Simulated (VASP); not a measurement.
# AlCu6 (P4/mmm) in VASP: notebook, part 2 of 2

VASP 6.6.1.

### Step 3. Relaxation of cell and atoms, PBE

This run uses another cell than the first one, of 16.12 Å³/atom.

Input file INCAR:

```
PREC = Accurate ; ENCUT = 600
EDIFF = 1E-7 ; ISMEAR = 0
SIGMA = 0.2 ; LREAL = False
LASPH = True ; NELM = 120
ALGO = Normal ; ISIF = 3
LWAVE = False ; LCHARG = False
GGA = PE ; IBRION = 2
NSW = 36 ; EDIFFG = -0.08
GGA_COMPAT = False ; NELMIN = 4
```

Input file KPOINTS:

```
regular mesh
0
Gamma
  3 3 4
```

Input file POSCAR:

```
AlCu6
1.0
    5.4407582500      0.0000000000      0.0000000000
    0.0000000000      5.4407582500      0.0000000000
    0.0000000000      0.0000000000      3.8121963900
Al Cu
1 6
Direct
    0.0000000000      0.0000000000      0.5000000000
    0.7267242000      0.0000000000      0.0000000000
    0.2732758000      0.0000000000      0.0000000000
    0.0000000000      0.7267242000      0.0000000000
    0.0000000000      0.2732758000      0.0000000000
    0.5000000000      0.0000000000      0.5000000000
    0.0000000000      0.5000000000      0.5000000000
```

Potentials or basis: VASP PAW PBE potentials, release 64 (Al, Cu).

Launch:

```
$ cat potpaw_PBE.64/Al/POTCAR potpaw_PBE.64/Cu/POTCAR > POTCAR
$ mpirun -np 1 vasp_std > vasp.out
```

OUTCAR:

```text
PREC = Accurate
   ENCUT = 600
   EDIFF = 1E-7
   ISMEAR = 0
   LREAL = False
   LASPH = True
   NELM = 120
   ISIF = 3
   GGA = PE
   IBRION = 2
   NSW = 36
   EDIFFG = -0.08
   NELMIN = 4

 ion  position               nearest neighbor table
   1  0.000  0.000  0.500-   2 2.42   3 2.42   4 2.42   5 2.42   2 2.42   3 2.42   4 2.42   5 2.42
                             6 2.72   7 2.72   7 2.72   6 2.72
   2  0.727  0.000  0.000-   4 2.10   5 2.10   6 2.27   6 2.27   1 2.42   1 2.42   3 2.47
   3  0.273  0.000  0.000-   4 2.10   5 2.10   6 2.27   6 2.27   1 2.42   1 2.42   2 2.47
   4  0.000  0.727  0.000-   2 2.10   3 2.10   7 2.27   7 2.27   1 2.42   1 2.42   5 2.47
   5  0.000  0.273  0.000-   2 2.10   3 2.10   7 2.27   7 2.27   1 2.42   1 2.42   4 2.47
   6  0.500  0.000  0.500-   2 2.27   3 2.27   2 2.27   3 2.27   1 2.72   1 2.72
   7  0.000  0.500  0.500-   4 2.27   5 2.27   4 2.27   5 2.27   1 2.72   1 2.72

  LATTYP: Found a simple tetragonal cell.
 ALAT       =     5.4407582500
 C/A-ratio  =     0.7006737324

  Lattice vectors:

 A1 = (   5.4407582500,   0.0000000000,   0.0000000000)
 A2 = (   0.0000000000,   5.4407582500,   0.0000000000)
 A3 = (   0.0000000000,   0.0000000000,   3.8121963900)

Analysis of symmetry for initial positions (statically):
=====================================================================
 Subroutine PRICEL returns:
 Original cell was already a primitive cell.

 Routine SETGRP: Setting up the symmetry group for a
 simple tetragonal supercell.

 Subroutine GETGRP returns: Found 16 space group operations
 (whereof 16 operations were pure point group operations)
 out of a pool of 16 trial point group operations.

The static configuration has the point symmetry D_4h.

Analysis of symmetry for dynamics (positions and initial velocities):
=====================================================================
 Subroutine PRICEL returns:
 Original cell was already a primitive cell.

 Routine SETGRP: Setting up the symmetry group for a
 simple tetragonal supercell.

 Subroutine GETGRP returns: Found 16 space group operations
 (whereof 16 operations were pure point group operations)
 out of a pool of 16 trial point group operations.

The dynamic configuration has the point symmetry D_4h.

 Subroutine INISYM returns: Found 16 space group operations
 (whereof 16 operations are pure point group operations),
 and found     1 'primitive' translations
[... 97 lines left out ...]
   POTIM  = 0.5000    time-step for ionic-motion
   TEBEG  =    0.0;   TEEND  =   0.0 temperature during run
   PSTRESS=    0.0 pullay stress
   NELECT =      69.0000    total number of electrons
   NUPDOWN=      -1.0000    fix difference up-down
   EMIN   =  10.00;   EMAX   =-10.00  energy-range for DOS
   EFERMI =   0.00;   METHOD = LEGACY
   ISMEAR =     0;   SIGMA  =   0.20  broadening in eV -4-tet -1-fermi 0-gaus
   EFERMI_NEDOS =   21; number of points for ismear=-14 and -15
   IALGO  =     38    algorithm
   IMIX   =      4    mixing-type and parameters
     AMIX     =   0.40;   BMIX     =  1.00
     AMIX_MAG =   1.60;   BMIX_MAG =  1.00
  volume/ion in A,a.u.               =      16.12       108.79
  Fermi-wavevector in a.u.,A,eV,Ry     =   1.389504  2.625782 26.269061  1.930722
  Thomas-Fermi vector in A             =   2.513528
   LORBIT       =      0    0 simple, 1 ext, 2 COOP (PROOUT), +10 PAW based schemes
   GGA     = PE    functional components
   LHFCALC =     F    Hartree Fock is set to
   AEXX    =    0.0000 exact exchange contribution
   IVDW    =     0    specifies the selected vdW correction
   LEPSILON=     F    determine dielectric tensor
   LRPA    =     F    only Hartree local field effects (RPA)
 conjugate gradient relaxation of ions
 non-spin polarized calculation
 Gauss-broadening in eV      SIGMA  =   0.20
  energy-cutoff  :      600.00
  volume of cell :      112.85
 maximum number of plane-waves:      3787
 NGX is ok and might be reduce to    48
   NGX = 21   NGY = 21   NGZ = 15

--------------------------------------- Ionic step        1  -------------------------------------------

 number of electron      68.9999947 magnetization

 Free energy of the ion-electron system (eV)
  ---------------------------------------------------
  ext. energy  EPLUGINS =         0.00000000
  ---------------------------------------------------
  free energy    TOTEN  =       -21.08657424 eV

  energy without entropy =      -21.00582071  energy(sigma->0) =      -21.04619747

 E-fermi :   4.4974     XC(G=0): -10.2168

 val. band max:        4.4891971562   @ k =   0.3333   0.3333   0.0000
 cond. band min:       4.5583366582   @ k =   0.3333   0.0000   0.5000
 fundamental gap:      0.0691395020
 Fermi energy:         4.4974391965

 k-point     1 :       0.0000    0.0000    0.0000
  band No.  band energies     occupation
      1      -4.7732      2.00000
      2      -0.7531      2.00000
      3      -0.4067      2.00000
      4      -0.2545      2.00000
      5       0.1022      2.00000
      6       0.1022      2.00000
[... 548 lines left out ...]
--------------------------------------- Ionic step        5  -------------------------------------------

 number of electron      68.9999869 magnetization

 Free energy of the ion-electron system (eV)
  ---------------------------------------------------
  ext. energy  EPLUGINS =         0.00000000
  ---------------------------------------------------
  free energy    TOTEN  =       -23.10954991 eV

  energy without entropy =      -23.05889498  energy(sigma->0) =      -23.08422245

 E-fermi :   2.9520     XC(G=0):  -9.3131

 val. band max:        2.9435447316   @ k =   0.3333   0.0000   0.5000
 cond. band min:       3.0370386138   @ k =   0.0000   0.0000   0.5000
 fundamental gap:      0.0934938822
 Fermi energy:         2.9520244811

 k-point     1 :       0.0000    0.0000    0.0000
  band No.  band energies     occupation
      1      -5.0009      2.00000
      2      -1.2950      2.00000
      3      -1.0862      2.00000
      4      -0.7797      2.00000
      5      -0.5711      2.00000
      6      -0.5711      2.00000
[... 419 lines left out ...]
  FREE ENERGIE OF THE ION-ELECTRON SYSTEM (eV)
  ---------------------------------------------------
  free  energy   TOTEN  =       -23.1095499142 eV

  energy  without entropy=      -23.0588949772  energy(sigma->0) =      -23.08422245

 reached required accuracy - stopping structural energy minimisation
```

Run time: 9.6 min. Hardware: 1 thread of Intel Xeon 8259CL, shared host; peak memory 0.27 GiB.

What came out:

```yaml
Free_energy: -23.1095 eV
Relaxed_volume: 19.63 Å³/atom
Relaxed_cell: a = 5.766 Å, b = 5.766 Å, c = 4.132 Å, α = 90.00°, β = 90.00°, γ = 90.00°
Space_group_after_relaxing_to_0.1_Å: P4/mmm (No. 123)
Energy_gained_by_relaxing: 289.0 meV/atom
Ionic_steps: 5
Pressure_after_relaxing: -0.1 GPa
Largest_force_after_relaxing: 0.024 eV/Å
Band_gap_on_the_k_mesh: zero (an odd number of electrons rules out a gap without spin polarisation)
```

Forces on the atoms (eV/Å):
```
Al   0.000  0.000  0.000
Cu  -0.024  0.000  0.000
Cu   0.024  0.000  0.000
Cu   0.000 -0.024  0.000
Cu   0.000  0.024  0.000
Cu   0.000  0.000  0.000
Cu   0.000  0.000  0.000
```

The path:
```tsv
step	energy change (eV)	largest force (eV/Å)	pressure (GPa)	volume (Å³)
1	0.0000	3.4908	23.79	112.85
2	-1.3995	1.0344	-6.04	156.61
3	-2.0115	0.2496	0.42	136.67
4	-2.0112	0.2154	0.71	136.16
5	-2.0230	0.0243	-0.12	137.39
```

Final structure:
```
Al Cu
1.0
     5.76637    0.00000    0.00000
     0.00000    5.76637    0.00000
     0.00000    0.00000    4.13190
Al Cu
1 6
Cartesian
  0.0000 0.0000 2.0659
  4.0938 0.0000 0.0000
  1.6726 0.0000 0.0000
  0.0000 4.0938 0.0000
  0.0000 1.6726 0.0000
  2.8832 0.0000 2.0659
  0.0000 2.8832 2.0659
```

Levels at points of the mesh, in eV from the Fermi level:
```
           k point  band 32  band 33  band 34  band 35  band 36  band 37  band 38  band 39
(0.00, 0.00, 0.00)    -0.95    -0.88    -0.88    -0.55     0.44     3.80     4.06     4.45
(0.00, 0.00, 0.50)    -1.10    -0.17    -0.04     0.08     0.08     0.44     1.32     1.32
```

Caveat: the k points lie up to 0.38 Å⁻¹ apart in the final cell, too coarse for converged energies and pressures of a metal; the volume moved by over 15 % at a fixed basis, so the end points are rough.

The gap in the log of VASP goes by the Fermi energy; the results here count the filled bands.